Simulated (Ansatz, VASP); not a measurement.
**ZnSe in VASP and in Ansatz**

Contents of INCAR:

```
SYSTEM = ZnSe
  ALGO = Normal
  EDIFF = 1E-6
  ENCUT = 500
  GGA = CA
  GGA_COMPAT = .FALSE.
  ISIF = 2
  ISMEAR = 0
  LASPH = .TRUE.
  LCHARG = .FALSE.
  LREAL = .FALSE.
  LWAVE = .FALSE.
  NBANDS = 16
  NELM = 120
  PREC = Accurate
  SIGMA = 0.01
```

Contents of KPOINTS:

```
k-points
0
G
  8 8 8
  0 0 0
```

File POSCAR:

```
ZnSe
1.0
    0.0000000000      2.7836763296      2.7836763296
    2.7836763296      0.0000000000      2.7836763296
    2.7836763296      2.7836763296      0.0000000000
Zn Se
1 1
Direct
    0.0000000000      0.0000000000      0.0000000000
    0.2500000000      0.2500000000      0.2500000000
```

Input for Ansatz:

```yaml
crystal:
  lattice:
    - [0.0, 2.7836763296, 2.7836763296]
    - [2.7836763296, 0.0, 2.7836763296]
    - [2.7836763296, 2.7836763296, 0.0]
  atoms:
    - { symbol: Zn, position: [0.0, 0.0, 0.0] }
    - { symbol: Se, position: [0.25, 0.25, 0.25] }
basis:
  ecutwfc: 420
kpoints:
  mp_grid: { grid: [8, 8, 8] }
  band_path:
    path:
      - [0.0, 0.0, 0.0]
      - [0.0, 0.0, 0.0]
      - [0.0, 0.0, 0.0]
      - [0.0, 0.0, 0.0]
      - [0.0, 0.0, 0.0]
      - [0.0, 0.0, 0.0]
      - [0.0, 0.0, 0.0]
      - [0.0, 0.0, 0.0]
      - [0.0, 0.0, 0.0]
      - [0.0, 0.0, 0.0]
      - [0.0, 0.0, 0.0]
      - [0.0, 0.0, 0.0]
      - [0.0, 0.0, 0.0]
      - [0.0, 0.0, 0.0]
      - [0.0, 0.0, 0.0]
      - [0.0, 0.0, 0.0]
      - [0.0, 0.0, 0.0]
      - [0.0, 0.0, 0.0]
      - [0.0, 0.0, 0.0]
      - [0.0, 0.0, 0.0]
      - [0.0, 0.0, 0.0]
      - [0.0, 0.0, 0.0]
      - [0.0, 0.0, 0.0]
      - [0.0, 0.0, 0.0]
      - [0.0, 0.0, 0.0]
      - [0.0, 0.0, 0.0]
      - [0.3, 0.3, 0.0]
      - [0.3166666667, 0.3166666667, 0.0]
      - [0.3333333333, 0.3333333333, 0.0]
      - [0.35, 0.35, 0.0]
      - [0.3666666667, 0.3666666667, 0.0]
      - [0.3833333333, 0.3833333333, 0.0]
      - [0.4, 0.4, 0.0]
      - [0.4166666667, 0.4166666667, 0.0]
      - [0.4333333333, 0.4333333333, 0.0]
      - [0.45, 0.45, 0.0]
      - [0.4666666667, 0.4666666667, 0.0]
      - [0.4833333333, 0.4833333333, 0.0]
      - [0.5, 0.5, 0.0]
      - [0.5, 0.5, 0.5]
      - [0.5, 0.5, 0.5]
      - [0.5, 0.5, 0.5]
      - [0.5, 0.5, 0.5]
      - [0.5, 0.5, 0.5]
      - [0.5, 0.5, 0.5]
      - [0.5, 0.5, 0.5]
      - [0.5, 0.5, 0.5]
      - [0.5, 0.5, 0.5]
      - [0.5, 0.5, 0.5]
      - [0.5, 0.5, 0.5]
      - [0.5, 0.5, 0.5]
      - [0.5, 0.5, 0.5]
    npoints: 1
hamiltonian:
  xc: lda
  pseudopotentials: { kind: paw, azcp: { folder: soft_1 } }
scf:
  occupations: { method: fixed }
  n_extra_bands: 5
output:
  eigenvalues: true
```

Alike in both runs: task single point; functional LDA; k mesh 8 × 8 × 8; no spin polarisation.

```csv
,VASP,Ansatz
version,VASP 6.6.1,Ansatz 0.2.0
potentials or method,"VASP PAW LDA potentials, release 64 (Zn, Se), cutoff 500 eV","scalar-relativistic, plane waves, PAW"
occupations,"gaussian, width 0.01 eV",fixed
valence electrons in the cell,18,28
```

```csv
,VASP,Ansatz,Ansatz less VASP
gap on the k mesh at the Fermi level (eV),1.29,1.25,-0.044
least direct gap on the mesh (eV),1.29,1.25,-0.044
```

Ansatz warns that its potentials were made for another functional, while VASP's fit it. LDA's correlation is that of Perdew and Zunger in VASP and of Perdew and Wang (1992) in Ansatz. VASP's potentials hold 18 valence electrons a cell and Ansatz's 28, so a difference there can come from the potentials and not from the codes.
